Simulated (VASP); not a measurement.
**Al3Cu: single point with PBEsol**

The system is Al3Cu.

```
Al Cu
1.0
     2.77840    0.00000    0.00000
     0.00000    2.77840    0.00000
     0.00000    0.00000    7.51340
Al Cu
3 1
Direct
  0.00000 0.00000 0.50000
  0.50000 0.50000 0.22612
  0.50000 0.50000 0.77388
  0.00000 0.00000 0.00000
```

```yaml
Program: VASP 6.6.1
Task: single point
Functional: PBEsol
Potentials_or_basis: VASP PAW PBE potentials, release 64 (Al, Cu)
Cutoff: 600 eV
k_mesh: 5 × 5 × 2
Occupations: methfessel-paxton, width 0.05 eV
Spin: no spin polarisation
Dipole_correction: no
Further_INCAR_settings: ALGO = Normal; EDIFF = 1e-06; NBANDS = 18
```

```
Pressure               : 1.5 GPa
Largest force          : 0.426 eV/Å
Band gap on the k mesh : zero (bands 10 and 11 overlap by 5.94 eV)
```

Forces on the atoms (eV/Å):
```
Al   0.000  0.000  0.000
Al   0.000  0.000 -0.426
Al   0.000  0.000  0.426
Cu   0.000  0.000  0.000
```

Stress tensor (GPa, compression positive):
```
1.89 0.00 0.00
0.00 1.89 0.00
0.00 0.00 0.80
```

Levels at points of the mesh, in eV from the Fermi level:
```tsv
k point	band 5	band 6	band 7	band 8	band 9	band 10	band 11	band 12	band 13	band 14
(0.00, 0.00, 0.00)	-4.14	-3.33	-3.33	-2.91	-1.56	0.85	6.36	6.68	6.68	8.05
(0.00, 0.00, 0.50)	-4.19	-3.33	-3.33	-3.27	-2.91	4.49	5.99	6.34	7.15	7.15
```

Wall time 10 s on 1 thread of Intel(R) Xeon(R) 6975P-C (Granite Rapids) (shared host), peak memory 0.17 GiB.

Caveat: the k points lie up to 0.45 Å⁻¹ apart, too coarse for converged energies and pressures of a metal; the PAW data sets were made with another functional, which shifts forces and pressure a little.
